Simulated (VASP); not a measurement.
# SiC (Moissanite) (P6_3mc) in VASP: further runs, part 2 of 2

VASP 6.6.1.

### Step 3. Single point, PBE

This run uses another cell than the first one, of 10.50 Å³/atom, 1.016 times its volume.

Input file INCAR:

```
SYSTEM = SiC
ALGO = Normal
EDIFF = 1E-6
ENCUT = 520
GGA = PE
ISIF = 2
ISMEAR = -1
LASPH = .TRUE.
LCHARG = .FALSE.
LREAL = .FALSE.
LWAVE = .FALSE.
NBANDS = 16
NELM = 80
PREC = Accurate
SIGMA = 0.05
```

Input file KPOINTS:

```
k-points
0
G
  10 10 5
  0 0 0
```

Input file POSCAR:

```
SiC
1.0
    3.0918548500      0.0000000000      0.0000000000
   -1.5459274250      2.6776248449      0.0000000000
    0.0000000000      0.0000000000      5.0741969051
Si C
2 2
Direct
    0.6666666667      0.3333333333      0.5045870800
    0.3333333333      0.6666666667      0.0045870800
    0.6666666667      0.3333333333      0.8804129200
    0.3333333333      0.6666666667      0.3804129200
```

Potentials or basis: VASP PAW PBE potentials, release 64 (Si, C).

Started as:

```sh
> cat potpaw_PBE.64/Si/POTCAR potpaw_PBE.64/C/POTCAR > POTCAR
> mpirun -np 1 vasp_std > vasp.out
```

Run time: 14 s. Hardware: 1 thread of Intel Xeon Platinum 8375C at 2.90GHz (Ice Lake), shared host; peak memory 0.16 GiB.

It converged, with:

- Free energy: -30.1101 eV
- Pressure: 0.0 GPa
- Band gap on the k mesh: 2.46 eV, indirect (least direct gap 3.94 eV)

Levels at points of the mesh, in eV from the valence-band top:
| k point | band 6 | band 7 | band 8 | band 9 | band 10 | band 11 |
| --- | --- | --- | --- | --- | --- | --- |
| (0.00, 0.00, 0.00) | -0.11 | 0.00 | 0.00 | 4.67 | 6.05 | 6.57 |
| (0.50, 0.00, 0.00) | -3.29 | -3.24 | -1.19 | 2.75 | 4.21 | 6.76 |

### Step 4. Single point, PBEsol+D4

This run uses another cell than the first one, of 10.55 Å³/atom, 1.020 times its volume.

Input file INCAR:

```
SYSTEM = SiC
PREC = Accurate
ENCUT = 520
EDIFF = 1E-7
ISMEAR = -1
SIGMA = 0.05
LREAL = .FALSE.
LASPH = .TRUE.
NELM = 80
ALGO = Normal
ISIF = 2
LWAVE = .FALSE.
LCHARG = .FALSE.
GGA = PS
IVDW = 13
NBANDS = 16
```

Input file KPOINTS:

```
Automatic mesh
0
G
  10 10 5
  0 0 0
```

Input file POSCAR:

```
SiC
1.0
    3.0963714546      0.0000000000      0.0000000000
   -1.5481857273      2.6815363392      0.0000000000
    0.0000000000      0.0000000000      5.0814314379
Si C
2 2
Direct
    0.6666666667      0.3333333333      0.5000000000
    0.3333333333      0.6666666667      0.0000000000
    0.6666666667      0.3333333333      0.8850000000
    0.3333333333      0.6666666667      0.3850000000
```

Started as:

```sh
> cat potpaw_PBE.64/Si/POTCAR potpaw_PBE.64/C/POTCAR > POTCAR
> mpirun -np 1 vasp_std > vasp.out
```

It took 16 s on 1 thread of Intel Xeon Platinum 8375C at 2.90GHz (Ice Lake), shared host; peak memory 0.16 GiB.

It converged, with:

```yaml
Free_energy: -32.5113 eV
Pressure: -6.0 GPa
Largest_force: 0.711 eV/Å
Band_gap_on_the_k_mesh: 2.35 eV, indirect (least direct gap 3.92 eV)
Dispersion_energy_per_atom: -0.183 eV
```

Forces in eV/Å, atoms in the order of the input:
```
Si   0.000  0.000  0.711
Si   0.000  0.000  0.711
C    0.000  0.000 -0.711
C    0.000  0.000 -0.711
```

Stress tensor (GPa, compression positive):
```
-4.61  0.00  0.00
 0.00 -4.61  0.00
 0.00  0.00 -8.65
```

Levels at points of the mesh, in eV from the valence-band top:
```csv
k point,band 6,band 7,band 8,band 9,band 10,band 11
"(0.00, 0.00, 0.00)",-0.27,-0.27,0.00,4.40,5.77,6.32
"(0.50, 0.00, 0.00)",-3.52,-3.26,-1.48,2.43,4.07,6.51
```

Caveat: the PAW data sets were made with another functional, which shifts forces and pressure a little.

### Step 5. Single point, revPBE+D3(BJ)

This run uses another cell than the first one, of 10.55 Å³/atom, 1.020 times its volume.

Input file INCAR:

```
SYSTEM = SiC
PREC     = Accurate       ! precision mode
ENCUT    = 520            ! plane-wave cutoff, eV
EDIFF    = 1E-6           ! SCF threshold, eV
ISMEAR   = -1             ! smearing method
SIGMA    = 0.05           ! smearing width, eV
LREAL    = .FALSE.        ! projectors in reciprocal space
LASPH    = .TRUE.         ! aspherical terms in the spheres
NELM     = 80             ! most SCF steps
ALGO     = Normal         ! electronic algorithm
ISIF     = 2              ! what is computed and relaxed
LWAVE    = .FALSE.        ! write WAVECAR
LCHARG   = .FALSE.        ! write CHGCAR
GGA      = RE             ! functional
IVDW     = 12             ! dispersion correction
NBANDS   = 16             ! bands
```

KPOINTS is that of step 4.

POSCAR is that of step 4.

Potentials or basis: VASP PAW PBE potentials, release 64 (Si, C).

Started as:

```sh
> cat potpaw_PBE.64/Si/POTCAR potpaw_PBE.64/C/POTCAR > POTCAR
> mpirun -np 1 vasp_std > vasp.out
```

OUTCAR:

```text
SYSTEM = SiC
   PREC = Accurate
   ENCUT = 520
   EDIFF = 1E-6
   ISMEAR = -1
   LREAL = .FALSE.
   LASPH = .TRUE.
   NELM = 80
   ISIF = 2
   GGA = RE
   IVDW = 12
 IVDW          = 12

 ion  position               nearest neighbor table
   1  0.667  0.333  0.500-   4 1.88   4 1.88   4 1.88   3 1.96   2 3.11   2 3.11   2 3.11   2 3.11
                             2 3.11   2 3.11
   2  0.333  0.667  0.000-   3 1.88   3 1.88   3 1.88   4 1.96   1 3.11   1 3.11   1 3.11   1 3.11
                             1 3.11   1 3.11
   3  0.667  0.333  0.885-   2 1.88   2 1.88   2 1.88   1 1.96
   4  0.333  0.667  0.385-   1 1.88   1 1.88   1 1.88   2 1.96

[... 663 lines left out ...]
  --------------------------------------------------------------------------------------
  -------------------------------------------------------------------------------------
  Total      -1.66692    -1.66692    -2.73896     0.00000     0.00000     0.00000
  in kB     -63.29997   -63.29997  -104.00978     0.00000     0.00000     0.00000
  external pressure =      -76.87 kB  Pullay stress =        0.00 kB

 VOLUME and BASIS-vectors are now :
 -----------------------------------------------------------------------------
  energy-cutoff  :      520.00
  volume of cell :       42.19
      direct lattice vectors                 reciprocal lattice vectors
     3.096371455  0.000000000  0.000000000     0.322958668  0.186460274  0.000000000
    -1.548185727  2.681536339  0.000000000     0.000000000  0.372920548  0.000000000
     0.000000000  0.000000000  5.081431438     0.000000000  0.000000000  0.196794941

 POSITION                                       TOTAL-FORCE (eV/Angst)
 -----------------------------------------------------------------------------------
      1.54819      0.89385      2.54072        -0.000000      0.000000      0.730940
     -0.00000      1.78769      0.00000         0.000000     -0.000000      0.730940
      1.54819      0.89385      4.49707         0.000000     -0.000000     -0.730940
     -0.00000      1.78769      1.95635        -0.000000      0.000000     -0.730940
 -----------------------------------------------------------------------------------
    total drift:                               -0.000000      0.000000      0.000271

  FREE ENERGIE OF THE ION-ELECTRON SYSTEM (eV)
  ---------------------------------------------------
  free  energy   TOTEN  =       -31.2007743965 eV

  energy  without entropy=      -31.2007743965  energy(sigma->0) =      -31.20077440
```

stdout:

```text
POSCAR found type information on POSCAR SiC
 POSCAR found :  2 types and       4 ions
 scaLAPACK will be used
 -----------------------------------------------------------------------------
|                                                                             |
|                                                                             |
|     You enforced a specific xc type in the INCAR file but a different       |
|     I HOPE YOU KNOW WHAT YOU ARE DOING!                                     |
|                                                                             |
 -----------------------------------------------------------------------------

 LDA part: xc-table for (Slater+PW92), standard interpolation
 POSCAR, INCAR and KPOINTS ok, starting setup
 FFT: planning ... GRIDC
 FFT: planning ... GRID_SOFT
 FFT: planning ... GRID
 WAVECAR not read
 entering main loop
```

It took 16 s on 1 thread of Intel Xeon Platinum 8375C at 2.90GHz (Ice Lake), shared host; peak memory 0.17 GiB.

What came out:

| Quantity | Value |
| --- | --- |
| Free energy | -31.2008 eV |
| Pressure | -7.7 GPa |
| Largest force | 0.731 eV/Å |
| Band gap on the k mesh | 2.54 eV, indirect (least direct gap 4.06 eV) |
| Dispersion energy per atom | -0.586 eV |

Forces on the atoms (eV/Å):
```
Si   0.000  0.000  0.731
Si   0.000  0.000  0.731
C    0.000  0.000 -0.731
C    0.000  0.000 -0.731
```

Stress tensor (GPa, compression positive):
```
 -6.33   0.00   0.00
  0.00  -6.33   0.00
  0.00   0.00 -10.40
```

Caveat: the PAW data sets were made with another functional, which shifts forces and pressure a little.

### Step 6. Summary

```tsv
level	cell	gap on the mesh (eV)	pressure (GPa)	largest force (eV/Å)
revPBE+D3(BJ)	a = 3.076, b = 3.076, c = 5.048 Å, angles 90.0, 90.0, 120.0°, 4 atoms	2.50	-3.7	0.76
PBE	a = 3.092, b = 3.092, c = 5.074 Å, angles 90.0, 90.0, 120.0°, 4 atoms	2.46	0.0	-
PBEsol+D4	a = 3.096, b = 3.096, c = 5.081 Å, angles 90.0, 90.0, 120.0°, 4 atoms	2.35	-6.0	0.71
revPBE+D3(BJ)	a = 3.096, b = 3.096, c = 5.081 Å, angles 90.0, 90.0, 120.0°, 4 atoms	2.54	-7.7	0.73
```

Alike in all rows: task single point; potentials or basis VASP PAW PBE potentials, release 64 (Si, C); no spin polarisation; k mesh 10 × 10 × 5; cutoff (eV) 520; smearing fermi-dirac 0.05 eV.

Caveats: the PAW data sets were made with another functional, which shifts forces and pressure a little (some runs).

Total energies depend on the potentials used, so only differences within one code and one set of settings carry meaning.
